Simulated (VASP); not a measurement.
# AlN (P6_3/mmc) in VASP: single point with LDA

Aim: the single point of AlN with LDA.

All numbers are computed with VASP 6.6.1; they aren't measurements. Logs are shortened: lines on timing, memory, paths and dates and some standing lists are left out, and cuts for length are marked.

### 1 The cell of the first run

It takes space group P6_3/mmc (No. 194, hexagonal). Conventional cell: a = 3.276 Å, b = 3.276 Å, c = 4.101 Å, α = 90.00°, β = 90.00°, γ = 120.00°. Within 2.5 Å of Al (site symmetry -6m2) lie 5 N at 1.89 to 2.05 Å. N (site symmetry -6m2) has 5 Al at 1.89 to 2.05 Å within 2.5 Å.

### 2 Single point, LDA

INCAR

```
SYSTEM = AlN
PREC = Accurate ; ENCUT = 520
EDIFF = 1E-6 ; ISMEAR = 0
SIGMA = 0.05 ; LREAL = .FALSE.
LASPH = .TRUE. ; NELM = 80
ALGO = Normal ; ISIF = 2
LWAVE = .FALSE. ; LCHARG = .FALSE.
GGA = CA ; NBANDS = 26
```

KPOINTS

```
regular mesh
0
G
  8 6 4
  0 0 0
```

POSCAR

```
AlN
1.0
   -1.6378403119      2.8368226349      0.0000000000
    0.0000000000      0.0000000000      4.1006264518
    4.9135209358      2.8368226349      0.0000000000
Al N
4 4
Direct
    0.5000000000      0.7500000000      0.1666666667
    1.0000000000      0.7500000000      0.6666666667
    0.0000000000      0.2500000000      0.3333333333
    0.5000000000      0.2500000000      0.8333333333
    0.5000000000      0.2500000000      0.1666666667
    1.0000000000      0.2500000000      0.6666666667
    0.0000000000      0.7500000000      0.3333333333
    0.5000000000      0.7500000000      0.8333333333
```

Potentials or basis: VASP PAW LDA potentials, release 64 (Al, N).

Run with:

```
> cat potpaw_LDA.64/Al/POTCAR potpaw_LDA.64/N/POTCAR > POTCAR
> mpirun -np 1 vasp_std > vasp.out
```

OUTCAR:

```text
SYSTEM = AlN
   PREC = Accurate
   ENCUT = 520
   EDIFF = 1E-6
   ISMEAR = 0
   LREAL = .FALSE.
   LASPH = .TRUE.
   NELM = 80
   ISIF = 2
   GGA = CA

 ion  position               nearest neighbor table
   1  0.500  0.750  0.167-   7 1.89   7 1.89   8 1.89   5 2.05   5 2.05   3 2.79   3 2.79   3 2.79
                             3 2.79   4 2.79   4 2.79   2 3.28   2 3.28   2 3.28   2 3.28
   2  0.000  0.750  0.667-   8 1.89   8 1.89   7 1.89   6 2.05   6 2.05   4 2.79   4 2.79   4 2.79
                             4 2.79   3 2.79   3 2.79   1 3.28   1 3.28   1 3.28   1 3.28
   3  0.000  0.250  0.333-   5 1.89   5 1.89   6 1.89   7 2.05   7 2.05   1 2.79   1 2.79   1 2.79
                             1 2.79   2 2.79   2 2.79   4 3.28   4 3.28   4 3.28   4 3.28
   4  0.500  0.250  0.833-   6 1.89   6 1.89   5 1.89   8 2.05   8 2.05   2 2.79   2 2.79   2 2.79
                             2 2.79   1 2.79   1 2.79   3 3.28   3 3.28   3 3.28   3 3.28
   5  0.500  0.250  0.167-   3 1.89   3 1.89   4 1.89   1 2.05   1 2.05
   6  0.000  0.250  0.667-   4 1.89   4 1.89   3 1.89   2 2.05   2 2.05
   7  0.000  0.750  0.333-   1 1.89   1 1.89   2 1.89   3 2.05   3 2.05
   8  0.500  0.750  0.833-   2 1.89   2 1.89   1 1.89   4 2.05   4 2.05

  LATTYP: Found a simple orthorhombic cell.
 ALAT       =     3.2756806238
 B/A-ratio  =     1.2518395176
 C/A-ratio  =     1.7320508076

  Lattice vectors:

 A1 = (  -1.6378403119,   2.8368226349,   0.0000000000)
 A2 = (   0.0000000000,   0.0000000000,   4.1006264518)
 A3 = (   4.9135209358,   2.8368226349,   0.0000000000)

Analysis of symmetry for initial positions (statically):
=====================================================================
 Subroutine PRICEL returns following result:

  LATTYP: Found a hexagonal cell.
 ALAT       =     3.2756806238
 C/A-ratio  =     1.2518395176

  Lattice vectors:

 A1 = (   1.6378403120,   2.8368226349,   0.0000000000)
 A2 = (  -3.2756806238,   0.0000000000,   0.0000000000)
 A3 = (   0.0000000000,   0.0000000000,   4.1006264518)

   2 primitive cells build up your supercell.

 Routine SETGRP: Setting up the symmetry group for a
 simple orthorhombic supercell.

 Subroutine GETGRP returns: Found  8 space group operations
 (whereof  4 operations were pure point group operations)
 out of a pool of  8 trial point group operations.

The static configuration has the point symmetry C_2h.
 The point group associated with its full space group is D_2h.

Analysis of symmetry for dynamics (positions and initial velocities):
=====================================================================
 Subroutine PRICEL returns following result:

  LATTYP: Found a hexagonal cell.
[... 132 lines left out ...]
   TEBEG  =    0.0;   TEEND  =   0.0 temperature during run
   PSTRESS=    0.0 pullay stress
   NELECT =      32.0000    total number of electrons
   NUPDOWN=      -1.0000    fix difference up-down
   EMIN   =  10.00;   EMAX   =-10.00  energy-range for DOS
   EFERMI =   0.00;   METHOD = LEGACY
   ISMEAR =     0;   SIGMA  =   0.05  broadening in eV -4-tet -1-fermi 0-gaus
   EFERMI_NEDOS =   21; number of points for ismear=-14 and -15
   IALGO  =     38    algorithm
   IMIX   =      4    mixing-type and parameters
     AMIX     =   0.40;   BMIX     =  1.00
     AMIX_MAG =   1.60;   BMIX_MAG =  1.00
  volume/ion in A,a.u.               =       9.53        64.29
  Fermi-wavevector in a.u.,A,eV,Ry     =   1.225896  2.316607 20.447110  1.502820
  Thomas-Fermi vector in A             =   2.360917
   LORBIT       =      0    0 simple, 1 ext, 2 COOP (PROOUT), +10 PAW based schemes
   GGA     = CA    functional components
   LHFCALC =     F    Hartree Fock is set to
   AEXX    =    0.0000 exact exchange contribution
   IVDW    =     0    specifies the selected vdW correction
   LEPSILON=     F    determine dielectric tensor
   LRPA    =     F    only Hartree local field effects (RPA)
 non-spin polarized calculation
 Gauss-broadening in eV      SIGMA  =   0.05
  energy-cutoff  :      520.00
  volume of cell :       76.21
 maximum number of plane-waves:      2088
   NGX = 13   NGY = 15   NGZ = 21

 number of electron      32.0000003 magnetization

 Free energy of the ion-electron system (eV)
  ---------------------------------------------------
  ext. energy  EPLUGINS =         0.00000000
  ---------------------------------------------------
  free energy    TOTEN  =       -64.96568303 eV

  energy without entropy =      -64.96568303  energy(sigma->0) =      -64.96568303

 E-fermi :   8.4289     XC(G=0): -11.6779

 val. band max:        8.1388486488   @ k =   0.0000   0.0000   0.0000
 cond. band min:      11.7677468407   @ k =   0.0000   0.0000   0.0000
 fundamental gap:      3.6288981919
 Fermi energy:         8.4289233506

 k-point     1 :       0.0000    0.0000    0.0000
  band No.  band energies     occupation
      1      -8.7967      2.00000
      2      -6.8034      2.00000
      3      -5.5525      2.00000
      4      -4.7948      2.00000
      5       1.0280      2.00000
      6       1.5430      2.00000
[... 685 lines left out ...]
     25      18.0647      0.00000
     26      18.5849      0.00000

 [... further k-points ...]

------------------------ aborting loop because EDIFF is reached ----------------------------------------

  FORCE on cell =-STRESS in cart. coord.  units (eV):
  Direction    XX          YY          ZZ          XY          YZ          ZX
  --------------------------------------------------------------------------------------
  -------------------------------------------------------------------------------------
  Total        0.3318913      0.3319865      0.2175538     -0.0000825     -0.0000000      0.0000000
  in kB        6.9773827      6.9793844      4.5736540     -0.0017336     -0.0000000      0.0000000
  external PRESSURE =       6.1768070 kB  Pullay stress =       0.0000000 kB

 VOLUME and BASIS-vectors are now :
 -----------------------------------------------------------------------------
  energy-cutoff  :      520.00
  volume of cell :       76.21
      direct lattice vectors                 reciprocal lattice vectors
    -1.637840312  2.836822635  0.000000000    -0.152640033  0.264380293  0.000000000
     0.000000000  0.000000000  4.100626452     0.000000000  0.000000000  0.243865178
     4.913520936  2.836822635  0.000000000     0.152640033  0.088126764  0.000000000

 POSITION                                       TOTAL-FORCE (eV/Angst)
 -----------------------------------------------------------------------------------
      0.00000      1.89122      3.07547         0.000006      0.000003     -0.000000
      3.27568      1.89122      3.07547         0.000006      0.000003     -0.000000
      1.63784      0.94561      1.02516        -0.000006     -0.000003     -0.000000
      3.27568      3.78243      1.02516        -0.000006     -0.000003     -0.000000
      0.00000      1.89122      1.02516         0.000004      0.000002     -0.000000
      3.27568      1.89122      1.02516         0.000004      0.000002      0.000000
      1.63784      0.94561      3.07547        -0.000004     -0.000002     -0.000000
      3.27568      3.78243      3.07547        -0.000004     -0.000002      0.000000
 -----------------------------------------------------------------------------------
    total drift:                                0.000000      0.000000     -0.000000

  FREE ENERGIE OF THE ION-ELECTRON SYSTEM (eV)
  ---------------------------------------------------
  free  energy   TOTEN  =       -64.9656830350 eV

  energy  without entropy=      -64.9656830350  energy(sigma->0) =      -64.96568303
```

Run time: 42 s. Hardware: 1 thread of Intel Xeon Platinum 8488C (Sapphire Rapids), shared host; peak memory 0.2 GiB.

What came out:

| Item | Value |
| --- | --- |
| Free energy | -64.9657 eV |
| Pressure | 0.6 GPa |
| Band gap on the k mesh | 3.63 eV |

Stress tensor (GPa, compression positive):
```
0.70 0.00 0.00
0.00 0.70 0.00
0.00 0.00 0.46
```
